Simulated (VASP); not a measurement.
Here is a VASP 6.6.1 calculation.

File INCAR:

```
PREC = Accurate ; ENCUT = 520
EDIFF = 1E-6 ; ISMEAR = 0
SIGMA = 0.1 ; LREAL = False
LASPH = True ; NELM = 150
ALGO = Normal ; ISIF = 2
LWAVE = False ; LCHARG = True
ISPIN = 2 ; MAGMOM = 0 1 0 0
LORBIT = 11 ; LMAXMIX = 4
GGA = PE ; LELF = True
LVHAR = True ; NBANDS = 30
```

Contents of KPOINTS:

```
Automatic mesh
0
Gamma
  4 4 4
```

Contents of POSCAR:

```
SrRhN2
1.0
    3.9009499508      0.0000000000      0.0000000000
    0.0000000000      3.9009499508      0.0000000000
    0.0000000000      0.0000000000      3.8545906340
Sr Rh N
1 1 2
Direct
    0.5000000000      0.5000000000      0.5000000000
    0.0000000000      0.0000000000      0.0000000000
    0.5000000000      0.0000000000      0.0000000000
    0.0000000000      0.5000000000      0.0000000000
```

Potentials or basis: VASP PAW PBE potentials, release 64 (Sr_sv, Rh_pv, N).

Launch:

```console
$ cat potpaw_PBE.64/Sr_sv/POTCAR potpaw_PBE.64/Rh_pv/POTCAR potpaw_PBE.64/N/POTCAR > POTCAR
$ mpirun -np 1 vasp_std > vasp.out
```

Predict the site moments.

Sr +0.00; Rh +0.07; N +0.04 μB.

Estimate the pressure.

0.1 GPa.

Estimate the net moment.

0.19 μB per cell.

Stress tensor (GPa, compression positive):
```
-0.05  0.00  0.00
 0.00 -0.05  0.00
 0.00  0.00  0.44
```

Caveat: the k points lie up to 0.41 Å⁻¹ apart.
